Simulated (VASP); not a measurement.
**I: relaxation of cell and atoms with PBE**

I:

```xyz
3
Lattice="2.2035 1.2722 7.1109 -2.2035 1.2722 7.1109 0.0000 -2.5444 7.1109" Properties=species:S:1:pos:R:3 pbc="T T T"
I     0.0000    0.0000    0.0000
I     0.0000    0.0000    4.7499
I     0.0000    0.0000   16.5829
```

```
Program                : VASP 6.6.1
Task                   : relaxation of cell and atoms
Functional             : PBE
Potentials or basis    : VASP PAW PBE potentials, release 64 (I)
Cutoff                 : 600 eV
k mesh                 : 12 × 12 × 12
Occupations            : gaussian, width 0.1 eV
Spin                   : no spin polarisation
Dipole correction      : no
Further INCAR settings : ALGO = Normal; EDIFF = 1e-06; IBRION = 2; EDIFFG = -0.01; NSW = 100; ISIF = 3
```

| Quantity | Value |
| --- | --- |
| Relaxed volume | 39.76 Å³/atom |
| Relaxed cell | a = 7.546 Å, b = 7.546 Å, c = 7.546 Å, α = 33.92°, β = 33.92°, γ = 33.92° |
| Space group after relaxing (to 0.05 Å) | R-3m (No. 166) |
| Energy gained by relaxing | 0.0 meV/atom |
| Ionic steps | 6 |
| Pressure after relaxing | 0.0 GPa |
| Largest force after relaxing | 0.004 eV/Å |

Forces in eV/Å, atoms in the order of the input:
```
I    0.000  0.000  0.000
I    0.000  0.000  0.004
I    0.000  0.000 -0.004
```

Final structure:
```xyz
3
Lattice="2.2014 1.2710 7.1053 -2.2014 1.2710 7.1053 0.0000 -2.5419 7.1053" Properties=species:S:1:pos:R:3 pbc="T T T"
I     0.0000    0.0000    0.0000
I     0.0000    0.0000    4.7466
I     0.0000    0.0000   16.5692
```

Levels at points of the mesh, in eV from the Fermi level:
| k point | band 7 | band 8 | band 9 | band 10 | band 11 | band 12 | band 13 | band 14 |
| --- | --- | --- | --- | --- | --- | --- | --- | --- |
| (0.00, 0.00, 0.00) | -1.71 | -1.67 | -1.67 | -0.22 | -0.22 | 0.79 | 5.63 | 5.79 |
| (0.50, 0.00, 0.00) | -2.36 | -2.34 | -1.06 | -0.93 | 0.28 | 0.60 | 5.25 | 5.89 |
| (0.50, 0.50, 0.00) | -2.94 | -1.10 | -0.96 | -0.86 | -0.80 | 0.47 | 4.41 | 6.02 |
| (0.50, 0.50, 0.50) | -0.81 | -0.81 | -0.80 | -0.71 | -0.70 | -0.70 | 4.54 | 6.65 |

It took 12 min on 1 thread of Intel(R) Xeon(R) 6975P-C (Granite Rapids), on a shared host, peak memory 0.72 GiB.

Caveat: spin-orbit coupling is left out, which moves the levels of the heavy elements; an odd number of electrons without spin polarisation forces a metal; a magnetic or distorted state may lie lower.
